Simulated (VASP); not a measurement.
# MgO (Fm-3m) in VASP: further runs

The runs below take MgO through single point, with PBEsol.

All numbers are computed with VASP 6.6.1; they aren't measurements. Logs are shortened: lines on timing, memory, paths and dates and some standing lists are left out, and cuts for length are marked.

**The experiment to reproduce.**

“Electronic structure of alkaline earth and post-transition metal oxides”, 2009, arxiv:0908.1581 quotes, for a bulk crystal of MgO: band gap 7.83 eV.

How close the calculation comes is told below.

## Step 1: The cell of the first run

It takes space group Fm-3m (No. 225, cubic). Conventional cell: a = 4.214 Å, b = 4.214 Å, c = 4.214 Å, α = 90.00°, β = 90.00°, γ = 90.00°. Within 2.8 Å of Mg (site symmetry m-3m) lie 6 O at 2.11 Å. Within 2.8 Å of O (site symmetry m-3m) lie 6 Mg at 2.11 Å.

## Step 2: Single point, PBEsol

File INCAR:

```
  PREC = Accurate
  ENCUT = 520
  EDIFF = 1E-7
  ISMEAR = 0
  SIGMA = 0.02
  LREAL = False
  LASPH = True
  NELM = 80
  ALGO = Normal
  ISIF = 2
  LWAVE = False
  LCHARG = True
  GGA = PS
  LELF = True
  LVHAR = True
  NBANDS = 11
```

File KPOINTS:

```
Automatic mesh
0
Gamma
  10 10 10
```

File POSCAR:

```
MgO
1.0
    0.0000000000      2.1071294726      2.1071294726
    2.1071294726      0.0000000000      2.1071294726
    2.1071294726      2.1071294726      0.0000000000
Mg O
1 1
Direct
    0.0000000000      0.0000000000      0.0000000000
    0.5000000000      0.5000000000      0.5000000000
```

Potentials or basis: VASP PAW PBE potentials, release 64 (Mg, O).

Command:

```console
cat potpaw_PBE.64/Mg/POTCAR potpaw_PBE.64/O/POTCAR > POTCAR
mpirun -np 1 vasp_std > vasp.out
```

OUTCAR:

```text
PREC = Accurate
   ENCUT = 520
   EDIFF = 1E-7
   ISMEAR = 0
   LREAL = False
   LASPH = True
   NELM = 80
   ISIF = 2
   GGA = PS

 ion  position               nearest neighbor table
   1  0.000  0.000  0.000-   2 2.11   2 2.11   2 2.11   2 2.11   2 2.11   2 2.11
   2  0.500  0.500  0.500-   1 2.11   1 2.11   1 2.11   1 2.11   1 2.11   1 2.11

  LATTYP: Found a face centered cubic cell.
 ALAT       =     4.2142589452

  Lattice vectors:

 A1 = (   0.0000000000,   2.1071294726,   2.1071294726)
 A2 = (   2.1071294726,   0.0000000000,   2.1071294726)
 A3 = (   2.1071294726,   2.1071294726,   0.0000000000)

Analysis of symmetry for initial positions (statically):
=====================================================================
 Subroutine PRICEL returns:
 Original cell was already a primitive cell.

 Routine SETGRP: Setting up the symmetry group for a
 face centered cubic supercell.

 Subroutine GETGRP returns: Found 48 space group operations
 (whereof 48 operations were pure point group operations)
 out of a pool of 48 trial point group operations.

The static configuration has the point symmetry O_h .

Analysis of symmetry for dynamics (positions and initial velocities):
=====================================================================
 Subroutine PRICEL returns:
 Original cell was already a primitive cell.

 Routine SETGRP: Setting up the symmetry group for a
 face centered cubic supercell.

 Subroutine GETGRP returns: Found 48 space group operations
 (whereof 48 operations were pure point group operations)
 out of a pool of 48 trial point group operations.

The dynamic configuration has the point symmetry O_h .

 Subroutine INISYM returns: Found 48 space group operations
 (whereof 48 operations are pure point group operations),
 and found     1 'primitive' translations

----------------------------------------------------------------------------------------

                                     Primitive cell

  volume of cell :      18.7113

  direct lattice vectors                    reciprocal lattice vectors
     0.000000000  2.107129473  2.107129473    -0.237289643  0.237289643  0.237289643
     2.107129473  0.000000000  2.107129473     0.237289643 -0.237289643  0.237289643
     2.107129473  2.107129473  0.000000000     0.237289643  0.237289643 -0.237289643

  length of vectors
     2.979931078  2.979931078  2.979931078     0.410997718  0.410997718  0.410997718

  position of ions in fractional coordinates (direct lattice)
     0.000000000  0.000000000  0.000000000
     0.500000000  0.500000000  0.500000000

  ion indices of the primitive-cell ions
   primitive index   ion index
                 1           1
                 2           2

----------------------------------------------------------------------------------------

 KPOINTS: Automatic mesh

Automatic generation of k-mesh.
 Grid dimensions read from file:
 generate k-points for:   10   10   10

 Generating k-lattice:

  Cartesian coordinates                     Fractional coordinates (reciprocal lattice)
    -0.023728964  0.023728964  0.023728964     0.100000000  0.000000000  0.000000000
     0.023728964 -0.023728964  0.023728964     0.000000000  0.100000000  0.000000000
     0.023728964  0.023728964 -0.023728964     0.000000000  0.000000000  0.100000000

  Length of vectors
     0.041099772  0.041099772  0.041099772

  Shift w.r.t. Gamma in fractional coordinates (k-lattice)
     0.000000000  0.000000000  0.000000000

 Subroutine IBZKPT returns following result:
 ===========================================

 Found     47 irreducible k-points:

 Following reciprocal coordinates:
            Coordinates               Weight
  0.000000  0.000000  0.000000      1.000000
  0.100000  0.000000  0.000000      8.000000
  0.200000  0.000000  0.000000      8.000000
  0.300000  0.000000  0.000000      8.000000
  0.400000  0.000000  0.000000      8.000000
  0.500000  0.000000  0.000000      4.000000
[... 16 lines left out ...]
  0.300000  0.300000  0.000000      6.000000
  0.400000  0.300000  0.000000     24.000000
 [... further k-points ...]
   k-points           NKPTS =     47   k-points in BZ     NKDIM =     47   number of bands    NBANDS=     11
   number of dos      NEDOS =    301   number of ions     NIONS =      2
   total plane-waves  NPLWV =  13824
   dimension x,y,z NGX =    24 NGY =   24 NGZ =   24
   dimension x,y,z NGXF=    48 NGYF=   48 NGZF=   48
   ions per type =               1   1
   NGX,Y,Z   is equivalent  to a cutoff of  13.39, 13.39, 13.39 a.u.
   NGXF,Y,Z  is equivalent  to a cutoff of  26.78, 26.78, 26.78 a.u.
 SYSTEM =  unknown system
   PREC   = accura    normal or accurate (medium, high low for compatibility)
   ISTART =      0    job   : 0-new  1-cont  2-samecut
   ICHARG =      2    charge: 1-file 2-atom 10-const
   ISPIN  =      1    spin polarized calculation?
   LNONCOLLINEAR =      F non collinear calculations
   LSORBIT =      F    spin-orbit coupling
   LASPH  =      T    aspherical Exc in radial PAW
   ENCUT  =  520.0 eV  38.22 Ry    6.18 a.u.   5.54  5.54  5.54*2*pi/ulx,y,z
   NELM   =     80;   NELMIN=  2; NELMDL= -5     # of ELM steps
   EDIFF  = 0.1E-06   stopping-criterion for ELM
   LREAL  =      F    real-space projection
   EDIFFG = 0.1E-05   stopping-criterion for IOM
   NSW    =      0    number of steps for IOM
   IBRION =     -1    ionic relax: 0-MD 1-quasi-New 2-CG
   NFREE  =      0    steps in history (QN), initial steepest desc. (CG)
   ISIF   =      2    stress and relaxation
   ISYM   =      2    0-nonsym 1-usesym 2-fastsym
   POTIM  = 0.5000    time-step for ionic-motion
   TEBEG  =    0.0;   TEEND  =   0.0 temperature during run
   PSTRESS=    0.0 pullay stress
   NELECT =       8.0000    total number of electrons
   NUPDOWN=      -1.0000    fix difference up-down
   EMIN   =  10.00;   EMAX   =-10.00  energy-range for DOS
   EFERMI =   0.00;   METHOD = LEGACY
   ISMEAR =     0;   SIGMA  =   0.02  broadening in eV -4-tet -1-fermi 0-gaus
   EFERMI_NEDOS =   21; number of points for ismear=-14 and -15
   IALGO  =     38    algorithm
   IMIX   =      4    mixing-type and parameters
     AMIX     =   0.40;   BMIX     =  1.00
     AMIX_MAG =   1.60;   BMIX_MAG =  1.00
  volume/ion in A,a.u.               =       9.36        63.13
  Fermi-wavevector in a.u.,A,eV,Ry     =   1.233304  2.330607 20.695001  1.521040
  Thomas-Fermi vector in A             =   2.368040
   LORBIT       =      0    0 simple, 1 ext, 2 COOP (PROOUT), +10 PAW based schemes
   GGA     = PS    functional components
   LHFCALC =     F    Hartree Fock is set to
   AEXX    =    0.0000 exact exchange contribution
   IVDW    =     0    specifies the selected vdW correction
   LEPSILON=     F    determine dielectric tensor
   LRPA    =     F    only Hartree local field effects (RPA)
 non-spin polarized calculation
 Gauss-broadening in eV      SIGMA  =   0.02
  energy-cutoff  :      520.00
  volume of cell :       18.71
 maximum number of plane-waves:       531
 NGX is ok and might be reduce to    24
   NGX = 11   NGY = 11   NGZ = 11

 number of electron       8.0000005 magnetization

 Free energy of the ion-electron system (eV)
  ---------------------------------------------------
  ext. energy  EPLUGINS =         0.00000000
  ---------------------------------------------------
  free energy    TOTEN  =       -12.51246704 eV

  energy without entropy =      -12.51246704  energy(sigma->0) =      -12.51246704

 E-fermi :   3.1473     XC(G=0): -11.3028

 val. band max:        3.0554701285   @ k =   0.0000   0.0000   0.0000
 cond. band min:       7.6747460562   @ k =   0.0000   0.0000   0.0000
 fundamental gap:      4.6192759277
 Fermi energy:         3.1473190009

 k-point     1 :       0.0000    0.0000    0.0000
  band No.  band energies     occupation
      1     -14.1423      2.00000
      2       3.0555      2.00000
      3       3.0555      2.00000
      4       3.0555      2.00000
      5       7.6747      0.00000
      6      18.6788      0.00000
      7      18.6788      0.00000
      8      18.6788      0.00000
      9      22.5173      0.00000
     10      24.3990      0.00000
     11      24.3990      0.00000

 k-point     2 :       0.1000    0.0000    0.0000
  band No.  band energies     occupation
      1     -14.0348      2.00000
      2       2.3922      2.00000
      3       2.9870      2.00000
      4       2.9870      2.00000
      5       8.3093      0.00000
      6      17.4178      0.00000
      7      18.9197      0.00000
      8      18.9197      0.00000
      9      23.6723      0.00000
     10      23.6723      0.00000
     11      24.1945      0.00000

 k-point     3 :       0.2000    0.0000    0.0000
  band No.  band energies     occupation
      1     -13.7389      2.00000
      2       1.0556      2.00000
      3       2.8135      2.00000
      4       2.8135      2.00000
      5       9.5025      0.00000
      6      15.9110      0.00000
      7      19.4088      0.00000
      8      19.4088      0.00000
      9      22.9768      0.00000
     10      22.9768      0.00000
     11      25.1519      0.00000

 k-point     4 :       0.3000    0.0000    0.0000
  band No.  band energies     occupation
      1     -13.3388      2.00000
      2      -0.2795      2.00000
      3       2.6098      2.00000
      4       2.6098      2.00000
      5      10.4170      0.00000
      6      15.2485      0.00000
      7      19.5360      0.00000
      8      19.5360      0.00000
      9      23.4089      0.00000
     10      23.4089      0.00000
     11      24.5546      0.00000
[... 239 lines left out ...]
 k-point    22 :      -0.2000    0.2000    0.0000
  band No.  band energies     occupation
      1     -13.2199      2.00000
      2      -0.0797      2.00000
      3       1.6977      2.00000
      4       2.6064      2.00000
      5      11.3886      0.00000
      6      14.7844      0.00000
      7      18.0322      0.00000
      8      20.7063      0.00000
      9      21.3545      0.00000
     10      24.2477      0.00000
     11      27.7235      0.00000

 k-point    23 :       0.3000    0.3000    0.0000
  band No.  band energies     occupation
      1     -13.1325      2.00000
      2      -0.1368      2.00000
      3       2.1066      2.00000
      4       2.1066      2.00000
      5      11.8063      0.00000
      6      13.2887      0.00000
      7      17.3459      0.00000
      8      20.8339      0.00000
      9      20.8339      0.00000
     10      27.0614      0.00000
     11      30.3156      0.00000

 k-point    24 :       0.4000    0.3000    0.0000
  band No.  band energies     occupation
      1     -12.8795      2.00000
      2      -0.5666      2.00000
      3       1.7346      2.00000
      4       1.9579      2.00000
      5      12.5073      0.00000
      6      13.0555      0.00000
      7      16.5185      0.00000
      8      21.0801      0.00000
      9      21.2842      0.00000
     10      27.7990      0.00000
     11      29.9172      0.00000

 [... further k-points ...]

------------------------ aborting loop because EDIFF is reached ----------------------------------------

  FORCE on cell =-STRESS in cart. coord.  units (eV):
  Direction    XX          YY          ZZ          XY          YZ          ZX
  --------------------------------------------------------------------------------------
  -------------------------------------------------------------------------------------
  Total       -0.0601045     -0.0601045     -0.0601045      0.0000000     -0.0000000      0.0000000
  in kB       -5.1465241     -5.1465241     -5.1465241      0.0000000     -0.0000000      0.0000000
  external PRESSURE =      -5.1465241 kB  Pullay stress =       0.0000000 kB

 VOLUME and BASIS-vectors are now :
 -----------------------------------------------------------------------------
  energy-cutoff  :      520.00
  volume of cell :       18.71
      direct lattice vectors                 reciprocal lattice vectors
     0.000000000  2.107129473  2.107129473    -0.237289643  0.237289643  0.237289643
     2.107129473  0.000000000  2.107129473     0.237289643 -0.237289643  0.237289643
     2.107129473  2.107129473  0.000000000     0.237289643  0.237289643 -0.237289643

 POSITION                                       TOTAL-FORCE (eV/Angst)
 -----------------------------------------------------------------------------------
      0.00000      0.00000      0.00000        -0.000000     -0.000000      0.000000
      2.10713      2.10713      2.10713         0.000000      0.000000     -0.000000
 -----------------------------------------------------------------------------------
    total drift:                               -0.000000     -0.000000      0.000000

  FREE ENERGIE OF THE ION-ELECTRON SYSTEM (eV)
  ---------------------------------------------------
  free  energy   TOTEN  =       -12.5124670399 eV

  energy  without entropy=      -12.5124670399  energy(sigma->0) =      -12.51246704
```

Wall time 8.1 s (1 thread of AMD EPYC 7R13 (Zen 3), shared host); peak memory 0.11 GiB.

Results:

| Item | Value |
| --- | --- |
| Free energy | -12.5125 eV |
| Pressure | -0.5 GPa |
| Band gap on the k mesh | 4.62 eV, direct |

Caveat: the PAW data sets were made with another functional, which shifts forces and pressure a little.

## Step 3: Single point, PBEsol (volume scaled by 0.97)

File INCAR:

```
PREC = Accurate
ENCUT = 520
EDIFF = 1E-7
ISMEAR = 0
SIGMA = 0.02
LREAL = False
LASPH = True
NELM = 60
ALGO = Normal
ISIF = 2
LWAVE = False
LCHARG = False
GGA = PS
NBANDS = 11
```

KPOINTS is that of step 2.

File POSCAR:

```
MgO
1.0
    0.0000000000      2.0858438773      2.0858438773
    2.0858438773      0.0000000000      2.0858438773
    2.0858438773      2.0858438773      0.0000000000
Mg O
1 1
Direct
    0.0000000000      0.0000000000      0.0000000000
    0.5000000000      0.5000000000      0.5000000000
```

Potentials or basis: VASP PAW PBE potentials, release 64 (Mg, O).

Command:

```console
cat potpaw_PBE.64/Mg/POTCAR potpaw_PBE.64/O/POTCAR > POTCAR
mpirun -np 1 vasp_std > vasp.out
```

Run time: 7.5 s. Hardware: 1 thread of AMD EPYC 7R13 (Zen 3), shared host; peak memory 0.11 GiB.

It converged, with:

- Free energy: -12.5047 eV
- Pressure: 4.6 GPa
- Band gap on the k mesh: 4.92 eV, direct

Levels at points of the mesh, in eV from the valence-band top:
```tsv
k point	band 1	band 2	band 3	band 4	band 5	band 6	band 7	band 8	band 9
(0.00, 0.00, 0.00)	-17.36	0.00	0.00	0.00	4.92	15.79	15.79	15.79	19.71
(0.50, 0.00, 0.00)	-15.97	-4.81	-0.70	-0.70	7.93	12.83	16.47	16.47	21.20
(0.50, 0.50, 0.00)	-15.69	-4.27	-1.41	-1.41	8.95	10.19	13.28	19.29	19.29
```

Caveat: the PAW data sets were made with another functional, which shifts forces and pressure a little.

(Part 1 of 2 ends here.)
